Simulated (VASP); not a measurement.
Here is a VASP 6.6.1 calculation.

Contents of POSCAR:

```
B
1.0
    2.2982167655      0.0000000000      0.0000000000
    0.0000000000      2.2982167655      0.0000000000
    0.0000000000      0.0000000000      1.5534178553
B
1
Direct
    0.5000000000      0.5000000000      0.5000000000
```

INCAR.step1

```
SYSTEM = B
PREC     = Accurate       ! precision mode
ENCUT    = 520            ! plane-wave cutoff, eV
EDIFF    = 1E-5           ! SCF threshold, eV
ISMEAR   = -1             ! smearing method
SIGMA    = 0.05           ! smearing width, eV
LREAL    = .False.        ! projectors in reciprocal space
LASPH    = .True.         ! aspherical terms in the spheres
NELM     = 80             ! most SCF steps
ALGO     = Normal         ! electronic algorithm
ISIF     = 2              ! what is computed and relaxed
LWAVE    = .True.         ! write WAVECAR
LCHARG   = .False.        ! write CHGCAR
GGA      = PE             ! functional
NBANDS   = 8              ! bands
```

Contents of INCAR.step2:

```
SYSTEM = B
PREC     = Accurate       ! precision mode
ENCUT    = 520            ! plane-wave cutoff, eV
EDIFF    = 1E-7           ! SCF threshold, eV
ISMEAR   = -1             ! smearing method
SIGMA    = 0.05           ! smearing width, eV
LREAL    = .False.        ! projectors in reciprocal space
LASPH    = .True.         ! aspherical terms in the spheres
NELM     = 80             ! most SCF steps
ALGO     = Normal         ! electronic algorithm
ISIF     = 2              ! what is computed and relaxed
LWAVE    = .False.        ! write WAVECAR
LCHARG   = .False.        ! write CHGCAR
GGA      = B3             ! functional
LHFCALC  = .True.         ! exact exchange
AEXX     = 0.2            ! exact-exchange fraction
AGGAX    = 0.72         
AGGAC    = 0.81         
ALDAC    = 0.19         
PRECFOCK = Normal       
ISTART   = 1            
NBANDS   = 8              ! bands
```

KPOINTS

```
regular mesh
0
Gamma
  6 6 8
  0 0 0
```

Potentials or basis: VASP PAW PBE potentials, release 64 (B).

Launch:

```console
$ cat potpaw_PBE.64/B/POTCAR > POTCAR
$ cp INCAR.step1 INCAR
$ mpirun -np 1 vasp_std > vasp.out
$ cp INCAR.step2 INCAR
$ mpirun -np 1 vasp_std > vasp.out
```

(1) Predict the pressure.

## Answers

(1) 13.0 GPa.

Caveat: the k points lie up to 0.51 Å⁻¹ apart; the PAW data sets were made with another functional, which shifts forces and pressure a little.
